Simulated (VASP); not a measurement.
# LiRh (P-6m2) in VASP: notebook

The runs below take LiRh through single point, with LDA.

All numbers are computed with VASP 6.6.1; they aren't measurements. Logs are shortened: lines on timing, memory, paths and dates and some standing lists are left out, and cuts for length are marked.

### Step 1. The cell of the first run

It takes space group P-6m2 (No. 187, hexagonal). The conventional cell has a = 2.602 Å, b = 2.602 Å, c = 4.258 Å, α = 90.00°, β = 90.00°, γ = 120.00°. Within 3.4 Å of Li (site symmetry -6m2) lie 6 Li at 2.60 Å and 6 Rh at 2.61 Å. Within 3.4 Å of Rh (site symmetry -6m2) lie 6 Rh at 2.60 Å and 6 Li at 2.61 Å.

### Step 2. Single point, LDA, collinear spin, ferromagnetic start

INCAR reads:

```
SYSTEM = LiRh
ALGO = Normal
EDIFF = 1E-6
ENCUT = 520
ISIF = 2
ISMEAR = -1
ISPIN = 2
LASPH = .True.
LCHARG = .True.
LELF = .True.
LMAXMIX = 4
LORBIT = 11
LREAL = .False.
LVHAR = .True.
LWAVE = .False.
MAGMOM = 0 1
NBANDS = 20
NELM = 150
PREC = Accurate
SIGMA = 0.05
```

KPOINTS reads:

```
k-points
0
Gamma
  18 18 10
  0 0 0
```

POSCAR reads:

```
LiRh
1.0
    2.6024602529      0.0000000000      0.0000000000
   -1.3012301264      2.2537966913      0.0000000000
    0.0000000000      0.0000000000      4.2578831251
Li Rh
1 1
Direct
    0.0000000000      0.0000000000      0.5000000000
    0.6666666667      0.3333333333      0.0000000000
```

Potentials or basis: VASP PAW LDA potentials, release 64 (Li_sv, Rh_pv).

On the command line:

```sh
$ cat potpaw_LDA.64/Li_sv/POTCAR potpaw_LDA.64/Rh_pv/POTCAR > POTCAR
$ mpirun -np 1 vasp_std > vasp.out
```

OUTCAR:

```text
SYSTEM = LiRh
   EDIFF = 1E-6
   ENCUT = 520
   ISIF = 2
   ISMEAR = -1
   ISPIN = 2
   LASPH = .True.
   LORBIT = 11
   LREAL = .False.
   NELM = 150
   PREC = Accurate

 ion  position               nearest neighbor table
   1  0.000  0.000  0.500-   2 2.61   2 2.61   2 2.61   2 2.61   2 2.61   2 2.61
   2  0.667  0.333  0.000-   1 2.61   1 2.61   1 2.61   1 2.61   1 2.61   1 2.61

  LATTYP: Found a hexagonal cell.
 ALAT       =     2.6024602529
 C/A-ratio  =     1.6360991951

  Lattice vectors:

 A1 = (   2.6024602529,   0.0000000000,   0.0000000000)
 A2 = (  -1.3012301264,   2.2537966913,   0.0000000000)
 A3 = (   0.0000000000,   0.0000000000,   4.2578831251)

Analysis of symmetry for initial positions (statically):
=====================================================================
 Subroutine PRICEL returns:
 Original cell was already a primitive cell.

 Routine SETGRP: Setting up the symmetry group for a
 hexagonal supercell.

 Subroutine GETGRP returns: Found 12 space group operations
 (whereof 12 operations were pure point group operations)
 out of a pool of 24 trial point group operations.

The static configuration has the point symmetry D_3h.

Analysis of symmetry for dynamics (positions and initial velocities):
=====================================================================
 Subroutine PRICEL returns:
 Original cell was already a primitive cell.

 Routine SETGRP: Setting up the symmetry group for a
 hexagonal supercell.

 Subroutine GETGRP returns: Found 12 space group operations
 (whereof 12 operations were pure point group operations)
 out of a pool of 24 trial point group operations.

The dynamic configuration has the point symmetry D_3h.

Analysis of structural, dynamic, and magnetic symmetry:
=====================================================================
 Subroutine PRICEL returns:
 Original cell was already a primitive cell.

 Routine SETGRP: Setting up the symmetry group for a
 hexagonal supercell.

 Subroutine GETGRP returns: Found 12 space group operations
 (whereof 12 operations were pure point group operations)
 out of a pool of 24 trial point group operations.

The overall configuration has the point symmetry D_3h.

 Subroutine INISYM returns: Found 12 space group operations
 (whereof 12 operations are pure point group operations),
 and found     1 'primitive' translations

----------------------------------------------------------------------------------------

                                     Primitive cell

  volume of cell :      24.9743

  direct lattice vectors                    reciprocal lattice vectors
     2.602460253  0.000000000  0.000000000     0.384251786  0.221847872  0.000000000
    -1.301230126  2.253796691  0.000000000     0.000000000  0.443695744  0.000000000
     0.000000000  0.000000000  4.257883125     0.000000000  0.000000000  0.234858490

  length of vectors
     2.602460253  2.602460253  4.257883125     0.443695744  0.443695744  0.234858490

  position of ions in fractional coordinates (direct lattice)
     0.000000000  0.000000000  0.500000000
     0.666666667  0.333333333  0.000000000

  ion indices of the primitive-cell ions
   primitive index   ion index
                 1           1
                 2           2

----------------------------------------------------------------------------------------

 KPOINTS: k-points

Automatic generation of k-mesh.
 Grid dimensions read from file:
 generate k-points for:   18   18   10

 Generating k-lattice:

  Cartesian coordinates                     Fractional coordinates (reciprocal lattice)
     0.021347321  0.012324882  0.000000000     0.055555556  0.000000000  0.000000000
     0.000000000  0.024649764  0.000000000     0.000000000  0.055555556  0.000000000
     0.000000000  0.000000000  0.023485849     0.000000000  0.000000000  0.100000000

  Length of vectors
     0.024649764  0.024649764  0.023485849

  Shift w.r.t. Gamma in fractional coordinates (k-lattice)
     0.000000000  0.000000000  0.000000000

 Subroutine IBZKPT returns following result:
 ===========================================

 Found    222 irreducible k-points:

 Following reciprocal coordinates:
            Coordinates               Weight
  0.000000  0.000000  0.000000      1.000000
  0.055556 -0.000000  0.000000      6.000000
  0.111111 -0.000000  0.000000      6.000000
  0.166667  0.000000  0.000000      6.000000
  0.222222  0.000000  0.000000      6.000000
  0.277778  0.000000  0.000000      6.000000
[... 16 lines left out ...]
  0.333333  0.111111  0.000000     12.000000
  0.388889  0.111111  0.000000     12.000000
 [... further k-points ...]
   k-points           NKPTS =    222   k-points in BZ     NKDIM =    222   number of bands    NBANDS=     20
   number of dos      NEDOS =    301   number of ions     NIONS =      2
   total plane-waves  NPLWV =  12800
   dimension x,y,z NGX =    20 NGY =   20 NGZ =   32
   dimension x,y,z NGXF=    40 NGYF=   40 NGZF=   64
   ions per type =               1   1
   NGX,Y,Z   is equivalent  to a cutoff of  12.78, 12.78, 12.49 a.u.
   NGXF,Y,Z  is equivalent  to a cutoff of  25.55, 25.55, 24.99 a.u.
 SYSTEM =  LiRh
   PREC   = accura    normal or accurate (medium, high low for compatibility)
   ISTART =      0    job   : 0-new  1-cont  2-samecut
   ICHARG =      2    charge: 1-file 2-atom 10-const
   ISPIN  =      2    spin polarized calculation?
   LNONCOLLINEAR =      F non collinear calculations
   LSORBIT =      F    spin-orbit coupling
   LASPH  =      T    aspherical Exc in radial PAW
   ENCUT  =  520.0 eV  38.22 Ry    6.18 a.u.   4.84  4.84  7.92*2*pi/ulx,y,z
   NELM   =    150;   NELMIN=  2; NELMDL= -5     # of ELM steps
   EDIFF  = 0.1E-05   stopping-criterion for ELM
   LREAL  =      F    real-space projection
   EDIFFG = 0.1E-04   stopping-criterion for IOM
   NSW    =      0    number of steps for IOM
   IBRION =     -1    ionic relax: 0-MD 1-quasi-New 2-CG
   NFREE  =      0    steps in history (QN), initial steepest desc. (CG)
   ISIF   =      2    stress and relaxation
   ISYM   =      2    0-nonsym 1-usesym 2-fastsym
   POTIM  = 0.5000    time-step for ionic-motion
   TEBEG  =    0.0;   TEEND  =   0.0 temperature during run
   PSTRESS=    0.0 pullay stress
   NELECT =      18.0000    total number of electrons
   NUPDOWN=      -1.0000    fix difference up-down
   EMIN   =  10.00;   EMAX   =-10.00  energy-range for DOS
   EFERMI =   0.00;   METHOD = LEGACY
   ISMEAR =    -1;   SIGMA  =   0.05  broadening in eV -4-tet -1-fermi 0-gaus
   EFERMI_NEDOS =   21; number of points for ismear=-14 and -15
   IALGO  =     38    algorithm
   IMIX   =      4    mixing-type and parameters
     AMIX     =   0.40;   BMIX     =  1.00
     AMIX_MAG =   1.60;   BMIX_MAG =  1.00
  volume/ion in A,a.u.               =      12.49        84.27
  Fermi-wavevector in a.u.,A,eV,Ry     =   1.467804  2.773748 29.313062  2.154449
  Thomas-Fermi vector in A             =   2.583378
   LORBIT       =     11    0 simple, 1 ext, 2 COOP (PROOUT), +10 PAW based schemes
   GGA     = CA    functional components
   LHFCALC =     F    Hartree Fock is set to
   AEXX    =    0.0000 exact exchange contribution
   IVDW    =     0    specifies the selected vdW correction
   LEPSILON=     F    determine dielectric tensor
   LRPA    =     F    only Hartree local field effects (RPA)
 spin polarized calculation
  energy-cutoff  :      520.00
  volume of cell :       24.97
 maximum number of plane-waves:       690
 NGX is ok and might be reduce to    20
   NGX =  9   NGY =  9   NGZ = 15

 number of electron      17.9999995 magnetization      -0.0117250

 number of electron      17.9999995 magnetization       0.0003239

 Free energy of the ion-electron system (eV)
  ---------------------------------------------------
  ext. energy  EPLUGINS =         0.00000000
  ---------------------------------------------------
  free energy    TOTEN  =       -11.08714950 eV

  energy without entropy =      -11.07733250  energy(sigma->0) =      -11.08224100

 E-fermi :   7.0961     XC(G=0): -11.8543

 val. band max:        7.0923079137   @ k =   0.1111   0.1111   0.1000
 cond. band min:       7.0976995226   @ k =   0.1111   0.1111   0.0000
 fundamental gap:      0.0053916089
 Fermi energy:         7.0960615530

 spin component 1

 k-point     1 :       0.0000    0.0000    0.0000
  band No.  band energies     occupation
      1     -38.4958      1.00000
      2     -38.4240      1.00000
      3     -38.4240      1.00000
      4     -37.1167      1.00000
      5       0.9045      1.00000
      6       3.2733      1.00000
[... 12 lines left out ...]
     19      30.0968      0.00000
     20      32.6101      0.00000
[... 507 lines left out ...]
 k-point    24 :       0.3889    0.1111    0.0000
  band No.  band energies     occupation
      1     -39.1655      1.00000
      2     -38.6655      1.00000
      3     -38.3794      1.00000
      4     -37.0329      1.00000
      5       2.3177      1.00000
      6       3.4314      1.00000
[... 12 lines left out ...]
     19      28.2728      0.00000
     20      29.9689      0.00000

 [... further k-points ...]

 spin component 2

 k-point     1 :       0.0000    0.0000    0.0000
  band No.  band energies     occupation
      1     -38.4956      1.00000
      2     -38.4238      1.00000
      3     -38.4238      1.00000
      4     -37.1167      1.00000
      5       0.9046      1.00000
      6       3.2733      1.00000
[... 12 lines left out ...]
     19      30.0967      0.00000
     20      32.6102      0.00000
[... 507 lines left out ...]
 k-point    24 :       0.3889    0.1111    0.0000
  band No.  band energies     occupation
      1     -39.1653      1.00000
      2     -38.6653      1.00000
      3     -38.3792      1.00000
      4     -37.0329      1.00000
      5       2.3179      1.00000
      6       3.4315      1.00000
[... 12 lines left out ...]
     19      28.2733      0.00000
     20      29.9689      0.00000

 [... further k-points ...]

------------------------ aborting loop because EDIFF is reached ----------------------------------------

  FORCE on cell =-STRESS in cart. coord.  units (eV):
  Direction    XX          YY          ZZ          XY          YZ          ZX
  --------------------------------------------------------------------------------------
  -------------------------------------------------------------------------------------
  Total        0.0610352      0.0610352      0.0163117      0.0000000      0.0000000      0.0000000
  in kB        3.9155999      3.9155999      1.0464438      0.0000000      0.0000000      0.0000000
  external PRESSURE =       2.9592145 kB  Pullay stress =       0.0000000 kB

 VOLUME and BASIS-vectors are now :
 -----------------------------------------------------------------------------
  energy-cutoff  :      520.00
  volume of cell :       24.97
      direct lattice vectors                 reciprocal lattice vectors
     2.602460253  0.000000000  0.000000000     0.384251786  0.221847872  0.000000000
    -1.301230126  2.253796691  0.000000000     0.000000000  0.443695744  0.000000000
     0.000000000  0.000000000  4.257883125     0.000000000  0.000000000  0.234858490

 POSITION                                       TOTAL-FORCE (eV/Angst)
 -----------------------------------------------------------------------------------
      0.00000      0.00000      2.12894         0.000000     -0.000000      0.000000
      1.30123      0.75127      0.00000        -0.000000      0.000000      0.000000
 -----------------------------------------------------------------------------------
    total drift:                               -0.000000      0.000000      0.000000

  FREE ENERGIE OF THE ION-ELECTRON SYSTEM (eV)
  ---------------------------------------------------
  free  energy   TOTEN  =       -11.0871495020 eV

  energy  without entropy=      -11.0773325035  energy(sigma->0) =      -11.08224100

 total charge

# of ion       s       p       d       tot
------------------------------------------
    1        2.043   0.101   0.000   2.144
    2        0.470   6.244   7.175  13.889
--------------------------------------------------
tot          2.513   6.346   7.175  16.033

 magnetization (x)

# of ion       s       p       d       tot
------------------------------------------
    1       -0.000  -0.000   0.000  -0.000
    2       -0.000  -0.000   0.000   0.000
--------------------------------------------------
tot         -0.000  -0.000   0.000   0.000
```

Run time: 93 s. Hardware: 1 thread of Intel Xeon Platinum 8488C (Sapphire Rapids), shared host; peak memory 0.26 GiB.

Results:

* Free energy: -11.0871 eV
* Band gap on the k mesh: zero (filled and empty bands overlap)
* Net moment: 0.00 μB per cell
* Valence electrons inside the program's atomic spheres: Li 2.14; Rh 13.89

Levels at points of the mesh, in eV from the Fermi level:
Spin up:
```csv
k point,band 6,band 7,band 8,band 9,band 10,band 11,band 12,band 13
"(0.00, 0.00, 0.00)",-3.82,-2.27,-2.27,0.33,0.33,0.67,8.08,17.75
"(0.50, 0.00, 0.00)",-3.86,-2.14,-0.45,1.62,1.71,5.17,8.24,10.64
"(0.00, 0.00, 0.50)",-2.63,-2.26,-2.26,-1.98,0.29,0.29,12.43,15.38
"(0.50, 0.00, 0.50)",-4.02,-0.75,-0.54,1.71,1.77,2.47,8.84,9.02
```
Spin down:
| k point | band 6 | band 7 | band 8 | band 9 | band 10 | band 11 | band 12 | band 13 |
| --- | --- | --- | --- | --- | --- | --- | --- | --- |
| (0.00, 0.00, 0.00) | -3.82 | -2.27 | -2.27 | 0.33 | 0.33 | 0.67 | 8.08 | 17.75 |
| (0.50, 0.00, 0.00) | -3.86 | -2.14 | -0.45 | 1.62 | 1.71 | 5.17 | 8.24 | 10.64 |
| (0.00, 0.00, 0.50) | -2.63 | -2.26 | -2.26 | -1.98 | 0.29 | 0.29 | 12.43 | 15.38 |
| (0.50, 0.00, 0.50) | -4.02 | -0.75 | -0.54 | 1.71 | 1.77 | 2.47 | 8.84 | 9.02 |

Caveat: the cutoff is under 1.25 times the usual one of these potentials, so pressure, stress and relaxed cells hold a basis-set (Pulay) error.

### Step 3. Single point, LDA, collinear spin, ferromagnetic start

INCAR reads:

```
SYSTEM = LiRh
PREC     = Accurate       ! precision mode
ENCUT    = 520            ! plane-wave cutoff, eV
EDIFF    = 1E-6           ! SCF threshold, eV
ISMEAR   = -1             ! smearing method
SIGMA    = 0.05           ! smearing width, eV
LREAL    = .FALSE.        ! projectors in reciprocal space
LASPH    = .TRUE.         ! aspherical terms in the spheres
NELM     = 150            ! most SCF steps
ALGO     = Normal         ! electronic algorithm
ISIF     = 2              ! what is computed and relaxed
LWAVE    = .FALSE.        ! write WAVECAR
LCHARG   = .FALSE.        ! write CHGCAR
ISPIN    = 2              ! spin polarisation
MAGMOM   = 0 1            ! initial moments
LORBIT   = 11             ! projections on sites
LMAXMIX  = 4              ! l up to which the mixer works
GGA      = CA             ! functional
NBANDS   = 20             ! bands
```

KPOINTS reads:

```
Automatic mesh
0
G
  18 18 10
  0 0 0
```

POSCAR is that of step 2.

Potentials or basis: VASP PAW LDA potentials, release 64 (Li_sv, Rh_pv).

On the command line:

```sh
$ cat potpaw_LDA.64/Li_sv/POTCAR potpaw_LDA.64/Rh_pv/POTCAR > POTCAR
$ mpirun -np 1 vasp_std > vasp.out
```

Run time: 1.7 min. Hardware: 1 thread of Intel Xeon Platinum 8488C (Sapphire Rapids), shared host; peak memory 0.26 GiB.

Results (log left out):

* Free energy: -11.0871 eV
* Band gap on the k mesh: zero (filled and empty bands overlap)
* Net moment: 0.00 μB per cell
* Valence electrons inside the program's atomic spheres: Li 2.14; Rh 13.89

Levels at points of the mesh, in eV from the Fermi level:
Spin up:
```csv
k point,band 6,band 7,band 8,band 9,band 10,band 11,band 12,band 13
"(0.00, 0.00, 0.00)",-3.82,-2.27,-2.27,0.33,0.33,0.67,8.08,17.75
"(0.50, 0.00, 0.00)",-3.86,-2.14,-0.45,1.62,1.71,5.17,8.24,10.64
"(0.00, 0.00, 0.50)",-2.63,-2.26,-2.26,-1.98,0.29,0.29,12.43,15.38
"(0.50, 0.00, 0.50)",-4.02,-0.75,-0.54,1.71,1.77,2.47,8.84,9.02
```
Spin down:
| k point | band 7 | band 8 | band 9 | band 10 | band 11 | band 12 |
| --- | --- | --- | --- | --- | --- | --- |
| (0.00, 0.00, 0.00) | -2.27 | -2.27 | 0.33 | 0.33 | 0.67 | 8.08 |
| (0.50, 0.00, 0.00) | -2.14 | -0.45 | 1.62 | 1.71 | 5.17 | 8.24 |
| (0.00, 0.00, 0.50) | -2.26 | -2.26 | -1.98 | 0.29 | 0.29 | 12.43 |
| (0.50, 0.00, 0.50) | -0.75 | -0.54 | 1.71 | 1.77 | 2.47 | 8.84 |

Caveat: the cutoff is under 1.25 times the usual one of these potentials, so pressure, stress and relaxed cells hold a basis-set (Pulay) error.

(Continued in part 2 of 2.)
